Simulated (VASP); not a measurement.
Set up this calculation in VASP 6.6.1, as the native input.

| Property | Result |
| --- | --- |
| Task | single point |
| Functional | PBE |
| Potentials or basis | VASP PAW PBE potentials, release 64 (Pb_d) |
| Cutoff | 520 eV |
| k mesh | 12 × 12 × 7 |
| Occupations | fermi-dirac, width 0.05 eV |
| Spin | no spin polarisation |
| Dipole correction | no |
| Further INCAR settings | ALGO = Normal; EDIFF = 1e-06; NBANDS = 21 |

The structure of Pb lies in POSCAR:

```
Pb
1.0
    3.5148006975      0.0000000000      0.0000000000
   -1.7574003488      3.0439066932      0.0000000000
    0.0000000000      0.0000000000      5.5900000000
Pb
2
Direct
    0.3333333333      0.6666666667      0.2500000000
    0.6666666667      0.3333333333      0.7500000000
```

This cell differs from its parent crystal: equal xx and yy strain of +1 %.

One way to write it, as run:

INCAR

```
SYSTEM = Pb
  ALGO = Normal
  EDIFF = 1E-6
  ENCUT = 520
  GGA = PE
  ISIF = 2
  ISMEAR = -1
  LASPH = .True.
  LCHARG = .True.
  LELF = .True.
  LREAL = .False.
  LVHAR = .True.
  LWAVE = .False.
  NBANDS = 21
  NELM = 60
  PREC = Accurate
  SIGMA = 0.05
```

KPOINTS

```
k-points
0
Gamma
  12 12 7
  0 0 0
```

Potentials or basis: VASP PAW PBE potentials, release 64 (Pb_d).

The run is started by

```bash
$ cat potpaw_PBE.64/Pb_d/POTCAR > POTCAR
$ mpirun -np 1 vasp_std > vasp.out
```

Results of the run:

The pressure is 2.8 GPa and the band gap on the k mesh is zero (band 14 reaches 12.86 eV, above the bottom of band 15 at 5.40 eV).

Caveat: the cell differs from its parent crystal (equal xx and yy strain of +1 %); spin-orbit coupling is left out, which moves the levels of the heavy elements.

Run time: 33 s on 1 thread of Intel(R) Xeon(R) 6975P-C (Granite Rapids), with other jobs on the host, peak memory 0.22 GiB.
